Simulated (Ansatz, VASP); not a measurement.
# One calculation of Pb, two programs

```xyz
1
Lattice="-1.9797 1.9797 1.9797 1.9797 -1.9797 1.9797 1.9797 1.9797 -1.9797" Properties=species:S:1:pos:R:3 pbc="T T T"
Pb    0.0000    0.0000    0.0000
```

Alike in both runs: task single point; functional PBE; k mesh 9 × 9 × 9; occupations gaussian, width 0.028 eV; no spin polarisation.

```csv
,VASP,Ansatz
version,VASP 6.6.1,Ansatz 0.2.0
potentials or method,"VASP PAW PBE potentials, release 64 (Pb_d)",Ansatz PAW
plane-wave cutoff (eV),520,420
valence electrons in the cell,14,14
```

Ansatz gave:

```
gap on the k mesh at the Fermi level (eV) : none
pressure (GPa)                            : 0.7
```

Problem. Which values does VASP return?

Solution. gap on the k mesh at the Fermi level (eV): none; pressure (GPa): 0.6.

A gap of «none» marks a metal or a gap that the smearing closes. The functional is the same, so the differences come from potentials, cutoffs and numerics.

Neither program's run includes spin-orbit coupling.
